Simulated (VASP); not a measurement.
A run of VASP 6.6.1 is set up as follows.

Contents of INCAR:

```
PREC = Accurate
ENCUT = 520
EDIFF = 1E-6
ISMEAR = 0
SIGMA = 0.1
LREAL = F
LASPH = T
NELM = 80
ALGO = Normal
ISIF = 2
LWAVE = F
LCHARG = F
GGA = PE
NBANDS = 34
```

Contents of KPOINTS:

```
Automatic mesh
0
Gamma
  6 6 6
```

File POSCAR:

```
Al3BSb2
1.0
    6.0904491856     -3.2724236620      0.0000000000
    6.0904491856      3.2724236620      0.0000000000
    0.0000000000      0.0000000000      7.0555150518
Al B Sb
6 2 4
Direct
    0.8500130765      0.4246275567      0.6005560709
    0.5753724433      0.1499869235      0.6005560709
    0.1045509594      0.8954490406      0.6909599410
    0.4246275567      0.8500130765      0.1005560709
    0.1499869235      0.5753724433      0.1005560709
    0.8954490406      0.1045509594      0.1909599410
    0.8637005118      0.1362994882      0.4831680396
    0.1362994882      0.8637005118      0.9831680396
    0.8416177271      0.4711878521     -0.0176200611
    0.5288121479      0.1583822729     -0.0176200611
    0.1583822729      0.5288121479      0.4823799389
    0.4711878521      0.8416177271      0.4823799389
```

Potentials or basis: VASP PAW PBE potentials, release 64 (Al, B, Sb).

Command:

```bash
$ cat potpaw_PBE.64/Al/POTCAR potpaw_PBE.64/B/POTCAR potpaw_PBE.64/Sb/POTCAR > POTCAR
$ mpirun -np 1 vasp_std > vasp.out
```

Problem. Estimate the pressure.

Solution. 0.1 GPa.

Problem. Estimate the band gap on the k mesh.

Solution. Zero (bands 22 and 23 overlap by 1.42 eV).

Forces on the atoms (eV/Å):
```
Al  -0.017 -0.011 -0.007
Al   0.017 -0.011 -0.007
Al   0.000  0.013  0.010
Al  -0.017  0.011 -0.007
Al   0.017  0.011 -0.007
Al   0.000 -0.013  0.010
B    0.000 -0.004 -0.003
B    0.000  0.004 -0.003
Sb  -0.004 -0.004  0.003
Sb   0.004 -0.004  0.003
Sb   0.004  0.004  0.003
Sb  -0.004  0.004  0.003
```

Caveat: spin-orbit coupling is left out, which moves the levels of the heavy elements.
